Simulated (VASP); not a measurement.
# Si2W (P6_222) in VASP: settings compared, part 2 of 3

VASP 6.6.1. The steps go on from the part before.

## Step 3: Relaxation of cell and atoms, PBEsol+D3(BJ)

File INCAR:

```
ALGO     = Normal         # electronic algorithm
EDIFF    = 1E-6           # SCF threshold, eV
EDIFFG   = -0.01          # ionic threshold
ENCUT    = 600            # plane-wave cutoff, eV
GGA      = PS             # functional
IBRION   = 2              # ionic algorithm
ISIF     = 3              # what is computed and relaxed
ISMEAR   = -1             # smearing method
IVDW     = 12             # dispersion correction
LASPH    = True           # aspherical terms in the spheres
LCHARG   = False          # write CHGCAR
LREAL    = False          # projectors in reciprocal space
LWAVE    = False          # write WAVECAR
NELM     = 80             # most SCF steps
NSW      = 60             # ionic steps
PREC     = Accurate       # precision mode
SIGMA    = 0.05           # smearing width, eV
```

File KPOINTS:

```
k-points
0
Gamma
  7 7 4
```

File POSCAR:

```
Si2W
1.0
    4.6168523821      0.0000000000      0.0000000000
   -2.3084261911      3.9983114484      0.0000000000
    0.0000000000      0.0000000000      6.6532220000
W Si
3 6
Direct
    0.5000000000      0.0000000000      0.5000000000
    0.5000000000      0.5000000000      0.8333333333
    0.0000000000      0.5000000000      0.1666666667
    0.3272520000      0.1636260000      0.1666666667
    0.8363740000      0.1636260000      0.8333333333
    0.1636260000      0.3272520000      0.5000000000
    0.6727480000      0.8363740000      0.1666666667
    0.1636260000      0.8363740000      0.8333333333
    0.8363740000      0.6727480000      0.5000000000
```

Potentials or basis: VASP PAW PBE potentials, release 64 (W_sv, Si).

Run with:

```console
$ cat potpaw_PBE.64/W_sv/POTCAR potpaw_PBE.64/Si/POTCAR > POTCAR
$ mpirun -np 1 vasp_std > vasp.out
```

Run time: 21 min. Hardware: 1 thread of Intel Xeon 8259CL, shared host; peak memory 0.36 GiB.

The run converged. Its results:

```
Free energy                           : -84.3296 eV
Relaxed volume                        : 12.95 Å³/atom
Relaxed cell                          : a = 4.533 Å, b = 4.533 Å, c = 6.551 Å, α = 90.00°, β = 90.00°, γ = 120.00°
Space group after relaxing (to 0.1 Å) : P6_222 (No. 180)
Energy gained by relaxing             : 26.5 meV/atom
Ionic steps                           : 9
Pressure after relaxing               : 0.0 GPa
Band gap on the k mesh                : 0.23 eV (least direct gap 0.77 eV)
Dispersion energy per atom            : -0.565 eV
```

Forces on the atoms (eV/Å):
```
W    0.000  0.000  0.000
W    0.000  0.000  0.000
W    0.000  0.000  0.000
Si   0.002  0.001  0.000
Si  -0.002  0.001  0.000
Si   0.000  0.002  0.000
Si  -0.002 -0.001  0.000
Si   0.002 -0.001  0.000
Si   0.000 -0.002  0.000
```

The path:
| step | energy change (eV) | largest force (eV/Å) | pressure (GPa) | volume (Å³) |
| --- | --- | --- | --- | --- |
| 1 | 0.0000 | 0.0349 | -11.68 | 122.82 |
| 2 | 0.6635 | 0.0982 | 29.59 | 105.97 |
| 3 | -0.2375 | 0.0052 | -0.38 | 116.78 |
| 4 | -0.2377 | 0.0061 | -0.05 | 116.62 |
| 5 | -0.2377 | 0.0070 | 0.21 | 116.50 |
| 6 | -0.2382 | 0.0055 | -0.37 | 116.75 |
| 7 | -0.2383 | 0.0019 | -0.19 | 116.68 |
| 8 | -0.2384 | 0.0022 | 0.14 | 116.51 |
| 9 | -0.2384 | 0.0020 | 0.01 | 116.57 |

Final structure:
```
W Si
1.0
     4.53293    0.00000    0.00000
    -2.26647    3.92564    0.00000
     0.00000    0.00000    6.55106
W Si
3 6
Cartesian
  2.2665 0.0000 3.2755
  1.1332 1.9628 5.4592
  -1.1332 1.9628 1.0918
  1.1129 0.6425 1.0918
  3.4201 0.6425 5.4592
  0.0000 1.2850 3.2755
  1.1536 3.2831 1.0918
  -1.1536 3.2831 5.4592
  2.2665 2.6406 3.2755
```

Levels at points of the mesh, in eV from the valence-band top:
```tsv
k point	band 29	band 30	band 31	band 32	band 33	band 34	band 35	band 36	band 37	band 38
(0.00, 0.00, 0.00)	-3.38	-3.38	-2.98	-2.53	-0.94	2.33	2.33	2.54	2.79	2.80
(0.00, 0.00, 0.50)	-2.68	-2.68	-2.51	-0.70	-0.70	1.98	2.36	2.36	2.54	2.54
```

Caveat: the PAW data sets were made with another functional, which shifts forces and pressure a little; spin-orbit coupling is left out, which moves the levels of the heavy elements. A k mesh can miss the band edges.

## Step 4: Single point, revPBE+D3(BJ)

This run uses another cell than the first one, of 12.96 Å³/atom.

File INCAR:

```
SYSTEM = Si2W
PREC = Accurate
ENCUT = 520
EDIFF = 1E-6
ISMEAR = -1
SIGMA = 0.05
LREAL = .FALSE.
LASPH = .TRUE.
NELM = 60
ALGO = Normal
ISIF = 2
LWAVE = .FALSE.
LCHARG = .TRUE.
GGA = RE
IVDW = 12
LELF = .TRUE.
LVHAR = .TRUE.
NBANDS = 43
```

File KPOINTS:

```
regular mesh
0
G
  7 7 4
  0 0 0
```

File POSCAR:

```
Si2W
1.0
    4.5338508969      0.0000000000      0.0000000000
   -2.2669254485      3.9264300537      0.0000000000
    0.0000000000      0.0000000000      6.5502382744
W Si
3 6
Direct
    0.5000000000      0.0000000000      0.5000000000
    0.5000000000      0.5000000000      0.8333333333
    0.0000000000      0.5000000000      0.1666666667
    0.3270266581      0.1635133290      0.1666666667
    0.8364866710      0.1635133290      0.8333333333
    0.1635133290      0.3270266581      0.5000000000
    0.6729733419      0.8364866710      0.1666666667
    0.1635133290      0.8364866710      0.8333333333
    0.8364866710      0.6729733419      0.5000000000
```

Potentials or basis: VASP PAW PBE potentials, release 64 (W_sv, Si).

Run with:

```console
$ cat potpaw_PBE.64/W_sv/POTCAR potpaw_PBE.64/Si/POTCAR > POTCAR
$ mpirun -np 1 vasp_std > vasp.out
```

OUTCAR:

```text
SYSTEM = Si2W
   PREC = Accurate
   ENCUT = 520
   EDIFF = 1E-6
   ISMEAR = -1
   LREAL = .FALSE.
   LASPH = .TRUE.
   NELM = 60
   ISIF = 2
   GGA = RE
   IVDW = 12
 IVDW          = 12

 ion  position               nearest neighbor table
   1  0.500  0.000  0.500-   4 2.55   7 2.55   5 2.55   8 2.55   6 2.61   9 2.61   9 2.61   6 2.61
                             6 2.64   9 2.64   3 3.15   3 3.15   2 3.15   2 3.15
   2  0.500  0.500  0.833-   6 2.55   9 2.55   7 2.55   4 2.55   8 2.61   5 2.61   8 2.61   5 2.61
                             8 2.64   5 2.64   1 3.15   1 3.15   3 3.15   3 3.15
   3  0.000  0.500  0.167-   6 2.55   9 2.55   8 2.55   5 2.55   4 2.61   7 2.61   7 2.61   4 2.61
                             7 2.64   4 2.64   1 3.15   1 3.15   2 3.15   2 3.15
   4  0.327  0.164  0.167-   6 2.53   8 2.53   1 2.55   2 2.55   7 2.57   3 2.61   3 2.61   3 2.64
                             7 2.64   7 2.64   9 3.12   5 3.12
   5  0.836  0.164  0.833-   6 2.53   7 2.53   1 2.55   3 2.55   8 2.57   2 2.61   2 2.61   2 2.64
                             8 2.64   8 2.64   9 3.12   4 3.12
   6  0.164  0.327  0.500-   5 2.53   4 2.53   3 2.55   2 2.55   9 2.57   1 2.61   1 2.61   1 2.64
                             9 2.64   9 2.64   7 3.12   8 3.12
   7  0.673  0.836  0.167-   9 2.53   5 2.53   1 2.55   2 2.55   4 2.57   3 2.61   3 2.61   3 2.64
                             4 2.64   4 2.64   6 3.12   8 3.12
   8  0.164  0.836  0.833-   9 2.53   4 2.53   1 2.55   3 2.55   5 2.57   2 2.61   2 2.61   2 2.64
                             5 2.64   5 2.64   6 3.12   7 3.12
   9  0.836  0.673  0.500-   8 2.53   7 2.53   3 2.55   2 2.55   6 2.57   1 2.61   1 2.61   1 2.64
                             6 2.64   6 2.64   4 3.12   5 3.12

  LATTYP: Found a hexagonal cell.
 ALAT       =     4.5338508969
 C/A-ratio  =     1.4447405579

  Lattice vectors:

 A1 = (   4.5338508969,   0.0000000000,   0.0000000000)
 A2 = (  -2.2669254485,   3.9264300537,   0.0000000000)
 A3 = (   0.0000000000,   0.0000000000,   6.5502382744)

Analysis of symmetry for initial positions (statically):
=====================================================================
 Subroutine PRICEL returns:
 Original cell was already a primitive cell.

 Routine SETGRP: Setting up the symmetry group for a
 hexagonal supercell.

[... 163 lines left out ...]
   LRPA    =     F    only Hartree local field effects (RPA)
 non-spin polarized calculation
  energy-cutoff  :      520.00
  volume of cell :      116.61
 maximum number of plane-waves:      3180
 NGX is ok and might be reduce to    36
   NGX = 17   NGY = 17   NGZ = 25

 number of electron      65.9999995 magnetization

 Free energy of the ion-electron system (eV)
  ---------------------------------------------------
  ext. energy  EPLUGINS =         0.00000000
  ---------------------------------------------------
  free energy    TOTEN  =       -70.78864260 eV

  energy without entropy =      -70.78652602  energy(sigma->0) =      -70.78758431

 E-fermi :  13.2256     XC(G=0): -12.6973

 val. band max:       13.1048240985   @ k =   0.4286  -0.0000   0.5000
 cond. band min:      13.3483718338   @ k =   0.4286  -0.0000   0.0000
 fundamental gap:      0.2435477353
 Fermi energy:        13.2256197834

 k-point     1 :       0.0000    0.0000    0.0000
  band No.  band energies     occupation
      1     -61.0674      2.00000
      2     -61.0521      2.00000
      3     -61.0521      2.00000
      4     -25.4911      2.00000
      5     -25.4854      2.00000
      6     -25.4854      2.00000
[... 1093 lines left out ...]
     42      16.5286      0.00000
     43      16.6388      0.00000

------------------------ aborting loop because EDIFF is reached ----------------------------------------

 Edisp (eV)  -10.14016

 E8    (eV) :    -7.1947

  FORCE on cell =-STRESS in cart. coord.  units (eV):
  Direction    XX          YY          ZZ          XY          YZ          ZX
  --------------------------------------------------------------------------------------
  -------------------------------------------------------------------------------------
  Total      -0.15047    -0.15047    -0.14420     0.00000     0.00000     0.00000
  in kB      -2.06747    -2.06747    -1.98127     0.00000     0.00000     0.00000
  external pressure =       -2.04 kB  Pullay stress =        0.00 kB

 VOLUME and BASIS-vectors are now :
 -----------------------------------------------------------------------------
  energy-cutoff  :      520.00
  volume of cell :      116.61
      direct lattice vectors                 reciprocal lattice vectors
     4.533850897  0.000000000  0.000000000     0.220563054  0.127342139  0.000000000
    -2.266925448  3.926430054  0.000000000     0.000000000  0.254684277  0.000000000
     0.000000000  0.000000000  6.550238274     0.000000000  0.000000000  0.152666202

 POSITION                                       TOTAL-FORCE (eV/Angst)
 -----------------------------------------------------------------------------------
      2.26693      0.00000      3.27512        -0.000000      0.000000     -0.000000
      1.13346      1.96322      5.45853        -0.000000      0.000000      0.000000
     -1.13346      1.96322      1.09171        -0.000000     -0.000000      0.000000
      1.11202      0.64202      1.09171        -0.007050     -0.004070     -0.000000
      3.42183      0.64202      5.45853         0.007050     -0.004070     -0.000000
     -0.00000      1.28405      3.27512         0.000000     -0.008140     -0.000000
      1.15491      3.28441      1.09171         0.007050      0.004070     -0.000000
     -1.15491      3.28441      5.45853        -0.007050      0.004070     -0.000000
      2.26693      2.64238      3.27512        -0.000000      0.008140     -0.000000
 -----------------------------------------------------------------------------------
    total drift:                               -0.000000     -0.000000      0.000000

  FREE ENERGIE OF THE ION-ELECTRON SYSTEM (eV)
  ---------------------------------------------------
  free  energy   TOTEN  =       -80.9288017505 eV

  energy  without entropy=      -80.9266851720  energy(sigma->0) =      -80.92774346
```

It took 2.9 min on 1 thread of Intel Xeon 8259CL, shared host; peak memory 0.3 GiB.

What came out:

```
Free energy                : -80.9288 eV
Pressure                   : -0.2 GPa
Largest force              : 0.008 eV/Å
Band gap on the k mesh     : 0.24 eV (least direct gap 0.79 eV)
Dispersion energy per atom : -1.127 eV
```

Forces in eV/Å, atoms in the order of the input:
```
W    0.000  0.000  0.000
W    0.000  0.000  0.000
W    0.000  0.000  0.000
Si  -0.007 -0.004  0.000
Si   0.007 -0.004  0.000
Si   0.000 -0.008  0.000
Si   0.007  0.004  0.000
Si  -0.007  0.004  0.000
Si   0.000  0.008  0.000
```

Levels at points of the mesh, in eV from the valence-band top:
```
           k point  band 29  band 30  band 31  band 32  band 33  band 34  band 35  band 36  band 37  band 38
(0.00, 0.00, 0.00)    -3.40    -3.40    -3.01    -2.55    -0.93     2.32     2.32     2.57     2.79     2.79
(0.00, 0.00, 0.50)    -2.70    -2.70    -2.55    -0.70    -0.70     2.02     2.37     2.37     2.53     2.53
```

Caveat: the dispersion term is far too large for a dense solid, which distorts pressure and volume; the PAW data sets were made with another functional, which shifts forces and pressure a little; spin-orbit coupling is left out, which moves the levels of the heavy elements. A k mesh can miss the band edges.

[end of part 2 of 3]
